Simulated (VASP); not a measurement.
# AlN (P6_3/mmc) in VASP: further runs, part 3 of 3

VASP 6.6.1. The steps go on from the part before.

## (5) Single point, r2SCAN

This run uses another cell than the first one, of 9.95 Å³/atom, 1.136 times its volume.

The input, POSCAR:

```
AlN
1.0
    3.3121160000      0.0000000000      0.0000000000
   -1.6560580000      2.8683760000      0.0000000000
    0.0000000000      0.0000000000      4.1875630000
Al N
2 2
Direct
    0.3333333333      0.6666666667      0.7500000000
    0.6666666667      0.3333333333      0.2500000000
    0.3333333333      0.6666666667      0.2500000000
    0.6666666667      0.3333333333      0.7500000000
```

The input, INCAR.step1:

```
PREC     = Accurate       # precision mode
ENCUT    = 520            # plane-wave cutoff, eV
ISMEAR   = 0              # smearing method
SIGMA    = 0.01           # smearing width, eV
LREAL    = False          # projectors in reciprocal space
LASPH    = True           # aspherical terms in the spheres
NELM     = 80             # most SCF steps
NBANDS   = 16             # bands
GGA      = PE             # functional
ALGO     = Normal         # electronic algorithm
EDIFF    = 1E-4           # SCF threshold, eV
LWAVE    = True           # write WAVECAR
LCHARG   = False          # write CHGCAR
```

The input, INCAR.step2:

```
PREC     = Accurate       # precision mode
ENCUT    = 520            # plane-wave cutoff, eV
EDIFF    = 1E-6           # SCF threshold, eV
ISMEAR   = 0              # smearing method
SIGMA    = 0.01           # smearing width, eV
LREAL    = False          # projectors in reciprocal space
LASPH    = True           # aspherical terms in the spheres
NELM     = 80             # most SCF steps
ALGO     = Normal         # electronic algorithm
ISIF     = 2              # what is computed and relaxed
LWAVE    = False          # write WAVECAR
LCHARG   = True           # write CHGCAR
METAGGA  = R2SCAN         # meta-GGA
LMIXTAU  = True         
LELF     = True           # ELF
LVHAR    = True         
NBANDS   = 16             # bands
ISTART   = 1
```

The input, KPOINTS:

```
Automatic mesh
0
Gamma
  12 12 6
```

Potentials or basis: VASP PAW PBE potentials, release 64 (Al, N).

Command:

```console
> cat potpaw_PBE.64/Al/POTCAR potpaw_PBE.64/N/POTCAR > POTCAR
> cp INCAR.step1 INCAR
> mpirun -np 1 vasp_std > vasp.out
> cp INCAR.step2 INCAR
> mpirun -np 1 vasp_std > vasp.out
```

OUTCAR:

```text
PREC = Accurate
   ENCUT = 520
   EDIFF = 1E-6
   ISMEAR = 0
   LREAL = False
   LASPH = True
   NELM = 80
   ISIF = 2
   METAGGA = R2SCAN
   ISTART = 1

 ion  position               nearest neighbor table
   1  0.333  0.667  0.750-   4 1.91   4 1.91   4 1.91   3 2.09   3 2.09   2 2.84   2 2.84   2 2.84
                             2 2.84   2 2.84   2 2.84
   2  0.667  0.333  0.250-   3 1.91   3 1.91   3 1.91   4 2.09   4 2.09   1 2.84   1 2.84   1 2.84
                             1 2.84   1 2.84   1 2.84
   3  0.333  0.667  0.250-   2 1.91   2 1.91   2 1.91   1 2.09   1 2.09
[... 656 lines left out ...]
 [... further k-points ...]
[... 5 lines left out ...]
  --------------------------------------------------------------------------------------
  -------------------------------------------------------------------------------------
  Total       -1.3482490     -1.3482485     -1.4809665      0.0000000      0.0000000     -0.0000000
  in kB      -54.2972360    -54.2972134    -59.6420882      0.0000000      0.0000000     -0.0000000
  external PRESSURE =     -56.0788459 kB  Pullay stress =       0.0000000 kB

 VOLUME and BASIS-vectors are now :
 -----------------------------------------------------------------------------
  energy-cutoff  :      520.00
  volume of cell :       39.78
      direct lattice vectors                 reciprocal lattice vectors
     3.312116000  0.000000000  0.000000000     0.301921793  0.174314664  0.000000000
    -1.656058000  2.868376000  0.000000000     0.000000000  0.348629329  0.000000000
     0.000000000  0.000000000  4.187563000     0.000000000  0.000000000  0.238802377

 POSITION                                       TOTAL-FORCE (eV/Angst)
 -----------------------------------------------------------------------------------
     -0.00000      1.91225      3.14067         0.000000     -0.000000      0.000000
      1.65606      0.95613      1.04689        -0.000000     -0.000000      0.000000
     -0.00000      1.91225      1.04689         0.000000      0.000000      0.000000
      1.65606      0.95613      3.14067        -0.000000      0.000000      0.000000
 -----------------------------------------------------------------------------------
    total drift:                               -0.000000     -0.000000     -0.000000

  FREE ENERGIE OF THE ION-ELECTRON SYSTEM (eV)
  ---------------------------------------------------
  free  energy   TOTEN  =       -37.9934080350 eV

  energy  without entropy=      -37.9934080350  energy(sigma->0) =      -37.99340803
```

OSZICAR.step1:

```text
N       E                     dE             d eps       ncg     rms          rms(c)
DAV:   1     0.403046507419E+02    0.40305E+02   -0.73880E+03  2432   0.901E+02
DAV:   2    -0.305493239805E+02   -0.70854E+02   -0.64918E+02  3552   0.186E+02
DAV:   3    -0.337873609932E+02   -0.32380E+01   -0.32272E+01  2888   0.408E+01
DAV:   4    -0.338069336403E+02   -0.19573E-01   -0.19571E-01  3008   0.357E+00
DAV:   5    -0.338071953119E+02   -0.26167E-03   -0.26167E-03  2856   0.418E-01    0.117E+01
DAV:   6    -0.293339588227E+02    0.44732E+01   -0.90961E+00  3096   0.226E+01    0.388E+00
DAV:   7    -0.293387047492E+02   -0.47459E-02   -0.72106E-01  2688   0.590E+00    0.285E+00
DAV:   8    -0.293271728918E+02    0.11532E-01   -0.86988E-02  2624   0.256E+00    0.885E-01
DAV:   9    -0.293184610567E+02    0.87118E-02   -0.17829E-02  3160   0.107E+00    0.282E-01
DAV:  10    -0.293190597855E+02   -0.59873E-03   -0.32398E-03  2736   0.372E-01    0.164E-01
DAV:  11    -0.293189506927E+02    0.10909E-03   -0.21779E-04  2576   0.118E-01    0.447E-02
DAV:  12    -0.293189525677E+02   -0.18750E-05   -0.15109E-05  1312   0.320E-02
   1 F= -.29318953E+02 E0= -.29318953E+02  d E =-.267503E-30
```

It took 2.7 min on 1 thread of AMD EPYC 7R43 (Zen 3), shared host; peak memory 0.15 GiB.

What came out:

```
Free energy            : -37.9934 eV
Pressure               : -5.6 GPa
Band gap on the k mesh : 3.86 eV, direct
```

Caveat: the PAW data sets were made with another functional, which shifts forces and pressure a little.

## (6) Overview

```csv
cell,gap on the mesh (eV),pressure (GPa)
"a = 3.174, b = 3.174, c = 4.013 Å, angles 90.0, 90.0, 120.0°, 4 atoms",4.86,28.5
"a = 3.221, b = 3.221, c = 4.073 Å, angles 90.0, 90.0, 120.0°, 4 atoms",4.51,14.7
"a = 3.267, b = 3.267, c = 4.131 Å, angles 90.0, 90.0, 120.0°, 4 atoms",4.18,3.5
"a = 3.312, b = 3.312, c = 4.188 Å, angles 90.0, 90.0, 120.0°, 4 atoms",3.86,-5.6
```

Alike in all rows: task single point; level r2SCAN; potentials or basis VASP PAW PBE potentials, release 64 (Al, N); no spin polarisation; k mesh 12 × 12 × 6; cutoff (eV) 520; smearing gaussian 0.01 eV.

Caveats: the PAW data sets were made with another functional, which shifts forces and pressure a little.

Absolute energies hang on the potentials; compare differences alone.
